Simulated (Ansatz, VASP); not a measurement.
**One calculation of HfSi11O24, two programs**

```
CELL_PARAMETERS angstrom
-4.02004 -6.96291 0.00000
-8.04008 0.00000 0.00000
-4.02004 -2.32097 -10.52755
ATOMIC_POSITIONS crystal
Hf 0.87500 0.64680 0.37500
Si 0.60529 0.42170 0.12669
Si 0.37500 0.15360 0.87500
Si 0.14471 0.90368 0.62331
Si 0.65493 0.11255 0.38019
Si 0.40408 0.84742 0.12131
Si 0.16684 0.58156 0.86218
Si 0.91039 0.31687 0.65083
Si 0.09507 0.89767 0.36981
Si 0.83961 0.62808 0.09917
Si 0.58316 0.36057 0.88782
Si 0.34592 0.12281 0.62869
O 0.87500 0.08103 0.37500
O 0.62318 0.81680 0.11723
O 0.37500 0.55681 0.87500
O 0.12682 0.30721 0.63277
O 0.08467 0.69567 0.38022
O 0.80746 0.44650 0.09269
O 0.56587 0.17402 0.87622
O 0.33304 0.92820 0.62573
O 0.66533 0.91056 0.36978
O 0.41696 0.63697 0.12427
O 0.18413 0.36611 0.87378
O 0.94254 0.09665 0.65731
O 0.18254 0.87539 0.48336
O 0.93448 0.56374 0.21962
O 0.62362 0.31137 0.02664
O 0.42709 0.06980 0.75263
O 0.81552 0.46784 0.53038
O 0.56746 0.29129 0.26664
O 0.32291 0.99953 0.99737
O 0.12638 0.71163 0.72336
O 0.50312 0.17904 0.50943
O 0.24688 0.94159 0.24057
O 0.98418 0.68744 0.96987
O 0.76582 0.39150 0.78013
```

Alike in both runs: functional PBE; k mesh 2 × 2 × 2; occupations gaussian, width 0.01 eV; no spin polarisation.

Ansatz relaxed the structure, and its values are those at the end. VASP's run is a single point on that final structure, the one shown.

|  | VASP | Ansatz |
| --- | --- | --- |
| version | VASP 6.6.1 | Ansatz 0.2.0 |
| potentials or method | VASP PAW PBE potentials, release 64 (Hf_pv, Si, O), cutoff 520 eV | scalar-relativistic, plane waves, PAW |
| valence electrons in the cell | 198 | 214 |

```csv
,VASP,Ansatz,Ansatz less VASP
gap on the k mesh at the Fermi level (eV),5.41,5.42,+0.007
least direct gap on the mesh (eV),5.41,5.42,+0.007
rms of the force components (eV/Å),0.040,0.004,-0.0360
```

VASP's potentials hold 198 valence electrons a cell and Ansatz's 214, so a difference there can come from the potentials and not from the codes.

The k mesh is coarse, so the values compare programs but aren't converged. Neither program's run includes spin-orbit coupling.
